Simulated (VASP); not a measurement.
# Mg5CdSe6 (P1) in VASP: relaxation of cell and atoms with PBE

Aim: the relaxation of cell and atoms of Mg5CdSe6 with PBE.

Everything below comes from runs of VASP 6.6.1. Logs are shortened: lines on timing, memory, paths and dates and some standing lists are left out, and cuts for length are marked.

## 1. The cell of the first run

The typed cell holds 12 atoms: a = 4.352 Å, b = 4.184 Å, c = 17.799 Å, α = 92.41°, β = 90.96°, γ = 90.69°.

## 2. Relaxation of cell and atoms, PBE

Contents of INCAR:

```
ALGO = Normal
EDIFF = 1E-6
EDIFFG = -0.025
ENCUT = 600
GGA = PE
IBRION = 2
ISIF = 3
ISMEAR = 0
LASPH = T
LCHARG = F
LREAL = F
LWAVE = F
NELM = 80
NSW = 80
PREC = Accurate
SIGMA = 0.1
```

Contents of KPOINTS:

```
k-points
0
Gamma
  4 4 1
```

Contents of POSCAR:

```
Mg5CdSe6
1.0
    4.3515172672     -0.0261768770     -0.0361030993
   -0.0261768770      4.1827375720     -0.0883654133
   -0.1524198105     -0.3730604802     17.7946583171
Mg Cd Se
5 1 6
Direct
    0.0207884217      0.0714272797      0.6683827165
    0.5287570816      0.4486395708      0.8344784892
    0.5097874379      0.5510442226      0.1759330513
    0.0125178356     -0.0389103677      0.3363405843
    0.4780117147      0.4731553674      0.4891655006
   -0.0374875287     -0.0339247879     -0.0071653768
    0.5893374496      0.0183078374      0.7388411333
   -0.0762819590      0.4821624349      0.9023555041
    0.4899828188      0.0093514972      0.0935018020
    0.0212378327      0.5022536930      0.2444741308
    0.4767813642     -0.0050002045      0.4337142055
   -0.0134324692      0.5214934570      0.5899782592
```

Potentials or basis: VASP PAW PBE potentials, release 64 (Mg, Cd, Se).

Launch:

```bash
> cat potpaw_PBE.64/Mg/POTCAR potpaw_PBE.64/Cd/POTCAR potpaw_PBE.64/Se/POTCAR > POTCAR
> mpirun -np 1 vasp_std > vasp.out
```

OUTCAR:

```text
EDIFF = 1E-6
   EDIFFG = -0.025
   ENCUT = 600
   GGA = PE
   IBRION = 2
   ISIF = 3
   ISMEAR = 0
   LASPH = T
   LREAL = F
   NELM = 80
   NSW = 80
   PREC = Accurate

 ion  position               nearest neighbor table
   1  0.021  0.071  0.668-   7 2.29  12 2.39  12 2.64   7 2.77
   2  0.529  0.449  0.834-   8 2.08   7 2.44   8 2.92   7 3.00
   3  0.510  0.551  0.176-   9 2.46  10 2.48  10 2.53   9 2.65
   4  0.013  0.961  0.336-  10 2.47  11 2.64  10 2.85  11 2.93
   5  0.478  0.473  0.489-  11 2.19  11 2.43  12 2.82  12 2.83
   6  0.963  0.966  0.993-   8 2.54   8 2.75   9 2.75   9 2.89
   7  0.589  0.018  0.739-   1 2.29   2 2.44   1 2.77   2 3.00
   8  0.924  0.482  0.902-   2 2.08   6 2.54   6 2.75   2 2.92
   9  0.490  0.009  0.094-   3 2.46   3 2.65   6 2.75   6 2.89
  10  0.021  0.502  0.244-   4 2.47   3 2.48   3 2.53   4 2.85
  11  0.477  0.995  0.434-   5 2.19   5 2.43   4 2.64   4 2.93
  12  0.987  0.521  0.590-   1 2.39   1 2.64   5 2.82   5 2.83

  LATTYP: Found a triclinic cell.
 ALAT       =    18.1123809786
 B/A-ratio  =     0.2309885585
 C/A-ratio  =     0.2402635948
 COS(alpha) =     0.0120950386
 COS(beta)  =     0.0192354084
 COS(gamma) =     0.1896986335

  Lattice vectors:

 A1 = (  -0.1785966875,   3.8096770918,  17.7062929038)
 A2 = (  -0.0261768770,   4.1827375720,  -0.0883654133)
 A3 = (  -4.3515172672,   0.0261768770,   0.0361030993)

Analysis of symmetry for initial positions (statically):
=====================================================================
 Subroutine PRICEL returns:
 Original cell was already a primitive cell.

 Routine SETGRP: Setting up the symmetry group for a
 triclinic supercell.

 Subroutine GETGRP returns: Found  1 space group operations
 (whereof  1 operations were pure point group operations)
 out of a pool of  2 trial point group operations.

The static configuration has the point symmetry C_1 .

Analysis of symmetry for dynamics (positions and initial velocities):
=====================================================================
 Subroutine PRICEL returns:
 Original cell was already a primitive cell.

 Routine SETGRP: Setting up the symmetry group for a
 triclinic supercell.

 Subroutine GETGRP returns: Found  1 space group operations
 (whereof  1 operations were pure point group operations)
 out of a pool of  2 trial point group operations.

The dynamic configuration has the point symmetry C_1 .

 Subroutine INISYM returns: Found  1 space group operations
 (whereof  1 operations are pure point group operations),
 and found     1 'primitive' translations

----------------------------------------------------------------------------------------

[... 105 lines left out ...]
   POTIM  = 0.5000    time-step for ionic-motion
   TEBEG  =    0.0;   TEEND  =   0.0 temperature during run
   PSTRESS=    0.0 pullay stress
   NELECT =      58.0000    total number of electrons
   NUPDOWN=      -1.0000    fix difference up-down
   EMIN   =  10.00;   EMAX   =-10.00  energy-range for DOS
   EFERMI =   0.00;   METHOD = LEGACY
   ISMEAR =     0;   SIGMA  =   0.10  broadening in eV -4-tet -1-fermi 0-gaus
   EFERMI_NEDOS =   21; number of points for ismear=-14 and -15
   IALGO  =     38    algorithm
   IMIX   =      4    mixing-type and parameters
     AMIX     =   0.40;   BMIX     =  1.00
     AMIX_MAG =   1.60;   BMIX_MAG =  1.00
  volume/ion in A,a.u.               =      26.98       182.04
  Fermi-wavevector in a.u.,A,eV,Ry     =   0.922927  1.744079 11.589365  0.851794
  Thomas-Fermi vector in A             =   2.048508
   LORBIT       =      0    0 simple, 1 ext, 2 COOP (PROOUT), +10 PAW based schemes
   GGA     = PE    functional components
   LHFCALC =     F    Hartree Fock is set to
   AEXX    =    0.0000 exact exchange contribution
   IVDW    =     0    specifies the selected vdW correction
   LEPSILON=     F    determine dielectric tensor
   LRPA    =     F    only Hartree local field effects (RPA)
 conjugate gradient relaxation of ions
 non-spin polarized calculation
 Gauss-broadening in eV      SIGMA  =   0.10
  energy-cutoff  :      600.00
  volume of cell :      323.71
 maximum number of plane-waves:     10840
 NGX is ok and might be reduce to    36
   NGX = 17   NGY = 17   NGZ = 71

--------------------------------------- Ionic step        1  -------------------------------------------

 number of electron      58.0000001 magnetization

 Free energy of the ion-electron system (eV)
  ---------------------------------------------------
  ext. energy  EPLUGINS =         0.00000000
  ---------------------------------------------------
  free energy    TOTEN  =       -39.54660099 eV

  energy without entropy =      -39.54660099  energy(sigma->0) =      -39.54660099

------------------------ aborting loop because EDIFF is reached ----------------------------------------

  FORCE on cell =-STRESS in cart. coord.  units (eV):
  Direction    XX          YY          ZZ          XY          YZ          ZX
  --------------------------------------------------------------------------------------
  -------------------------------------------------------------------------------------
  Total        6.7131597     12.3538260      6.8700563      1.0858444      4.1535156      3.8062307
  in kB       33.2266957     61.1450995     34.0032536      5.3743728     20.5577710     18.8388887
  external PRESSURE =      42.7916829 kB  Pullay stress =       0.0000000 kB
[... 119 lines left out ...]
  FREE ENERGIE OF THE ION-ELECTRON SYSTEM (eV)
  ---------------------------------------------------
  free  energy   TOTEN  =       -42.0868049701 eV

  energy  without entropy=      -42.0868049701  energy(sigma->0) =      -42.08680497

[... ionic steps 4 to 17 ...]

--------------------------------------- Ionic step       18  -------------------------------------------

 number of electron      58.0000001 magnetization

------------------------ aborting loop because EDIFF is reached ----------------------------------------
[... 87 lines left out ...]
--------------------------------------- Ionic step       20  -------------------------------------------

 number of electron      58.0000001 magnetization

 Free energy of the ion-electron system (eV)
  ---------------------------------------------------
  ext. energy  EPLUGINS =         0.00000000
  ---------------------------------------------------
  free energy    TOTEN  =       -43.02934964 eV

  energy without entropy =      -43.02934964  energy(sigma->0) =      -43.02934964

 E-fermi :   1.0869     XC(G=0):  -8.1892

 val. band max:        0.6355032914   @ k =   0.0000   0.0000   0.0000
 cond. band min:       2.6288462840   @ k =   0.0000   0.0000   0.0000
 fundamental gap:      1.9933429925
 Fermi energy:         1.0868606522

 k-point     1 :       0.0000    0.0000    0.0000
  band No.  band energies     occupation
      1     -11.1364      2.00000
      2     -10.9879      2.00000
      3     -10.9705      2.00000
      4     -10.7025      2.00000
      5     -10.5919      2.00000
      6     -10.4281      2.00000
[... 418 lines left out ...]
  FREE ENERGIE OF THE ION-ELECTRON SYSTEM (eV)
  ---------------------------------------------------
  free  energy   TOTEN  =       -43.0293496353 eV

  energy  without entropy=      -43.0293496353  energy(sigma->0) =      -43.02934964

 reached required accuracy - stopping structural energy minimisation
```

CONTCAR:

```text
Mg5CdSe6
   1.00000000000000
     4.2783408421096940    0.0007106987953830    0.0000954963165999
     0.0002933032887663    4.2806296367066343    0.0004689153537295
    -0.0056552812200933   -0.0057362531193383   17.9518536697354953
  Mg              Cd              Se
     5     1     6
Direct
     0.0035510641335622    0.0021635754956388    0.6644703035249392
     0.5011484324369845    0.5010423220574404    0.8289880303494463
     0.4969565583918329    0.4998287358554362    0.1709956359269078
     0.9999205904090785    0.0003252791332653    0.3354547116899258
     0.5053757946685610    0.5030133175665988    0.5000064597412186
     0.9922248851217632    0.9937542551889678    0.0001023686936508
     0.5035327930492842    0.0010614922520905    0.7466720135955356
     0.0003085730643241    0.4950194787110367    0.9105066262092726
     0.4932947951705609    0.9992861550495309    0.0896735085458167
     0.9975375850826816    0.4998985126202702    0.2531897937424139
     0.5007851401150464    0.0024761266268791    0.4177395937390522
     0.0053637882563325    0.5021307493428435    0.5822009542418213

  0.00000000E+00  0.00000000E+00  0.00000000E+00
  0.00000000E+00  0.00000000E+00  0.00000000E+00
  0.00000000E+00  0.00000000E+00  0.00000000E+00
  0.00000000E+00  0.00000000E+00  0.00000000E+00
  0.00000000E+00  0.00000000E+00  0.00000000E+00
  0.00000000E+00  0.00000000E+00  0.00000000E+00
  0.00000000E+00  0.00000000E+00  0.00000000E+00
  0.00000000E+00  0.00000000E+00  0.00000000E+00
  0.00000000E+00  0.00000000E+00  0.00000000E+00
  0.00000000E+00  0.00000000E+00  0.00000000E+00
  0.00000000E+00  0.00000000E+00  0.00000000E+00
  0.00000000E+00  0.00000000E+00  0.00000000E+00
```

It took 30 min on 1 thread of Intel Xeon Platinum 8559C (Emerald Rapids), shared host; peak memory 0.58 GiB.

What came out:

```yaml
Free_energy: -43.0293 eV
Relaxed_volume: 27.40 Å³/atom
Relaxed_cell: a = 4.278 Å, b = 4.281 Å, c = 17.952 Å, α = 90.01°, β = 90.02°, γ = 89.99°
Space_group_after_relaxing_to_0.1_Å: C2 (No. 5)
Energy_gained_by_relaxing: 290.2 meV/atom
Ionic_steps: 20
Pressure_after_relaxing: 0.0 GPa
Largest_force_after_relaxing: 0.022 eV/Å
Band_gap_on_the_k_mesh: 1.99 eV
```

Forces on the atoms (eV/Å):
```
Mg   0.002 -0.003 -0.007
Mg  -0.006 -0.006 -0.002
Mg   0.004 -0.005  0.003
Mg   0.006 -0.002  0.000
Mg  -0.009 -0.009 -0.007
Cd   0.014  0.016 -0.006
Se  -0.010 -0.004  0.009
Se   0.000  0.009 -0.005
Se   0.013 -0.001 -0.001
Se  -0.001  0.007  0.008
Se  -0.002 -0.001  0.002
Se  -0.013 -0.001  0.006
```

Step by step:
```tsv
step	energy change (eV)	largest force (eV/Å)	pressure (GPa)	volume (Å³)
1	0.0000	6.2830	4.28	323.71
2	-2.5201	1.3473	-2.76	358.41
3	-2.5402	1.4097	-2.15	352.65
4	-3.1066	0.7688	-0.83	336.34
5	-3.2299	0.5540	0.55	325.09
6	-3.3342	0.3679	0.17	326.67
7	-3.3548	0.3799	-0.02	327.74
8	-3.3804	0.2838	-0.01	327.74
9	-3.3998	0.2664	0.03	327.73
10	-3.4203	0.2091	0.02	328.01
11	-3.4432	0.2330	-0.02	328.74
12	-3.4634	0.1500	-0.03	328.89
13	-3.4701	0.1335	-0.04	329.03
14	-3.4772	0.0649	0.03	328.58
15	-3.4785	0.0934	0.06	328.28
16	-3.4813	0.0463	-0.04	329.06
17	-3.4815	0.0436	-0.08	329.34
18	-3.4824	0.0312	0.05	328.38
19	-3.4824	0.0304	0.03	328.49
20	-3.4827	0.0224	-0.01	328.77
```

Final structure:
```yaml
crystal:
  lattice:
    - [4.27834, 0.00071, 0.00010]
    - [0.00029, 4.28063, 0.00047]
    - [-0.00566, -0.00574, 17.95185]
  atoms:
    - { symbol: Mg, position: [0.00355, 0.00216, 0.66447] }
    - { symbol: Mg, position: [0.50115, 0.50104, 0.82899] }
    - { symbol: Mg, position: [0.49696, 0.49983, 0.17100] }
    - { symbol: Mg, position: [0.99992, 0.00033, 0.33545] }
    - { symbol: Mg, position: [0.50538, 0.50301, 0.50001] }
    - { symbol: Cd, position: [0.99222, 0.99375, 0.00010] }
    - { symbol: Se, position: [0.50353, 0.00106, 0.74667] }
    - { symbol: Se, position: [0.00031, 0.49502, 0.91051] }
    - { symbol: Se, position: [0.49329, 0.99929, 0.08967] }
    - { symbol: Se, position: [0.99754, 0.49990, 0.25319] }
    - { symbol: Se, position: [0.50079, 0.00248, 0.41774] }
    - { symbol: Se, position: [0.00536, 0.50213, 0.58220] }
```
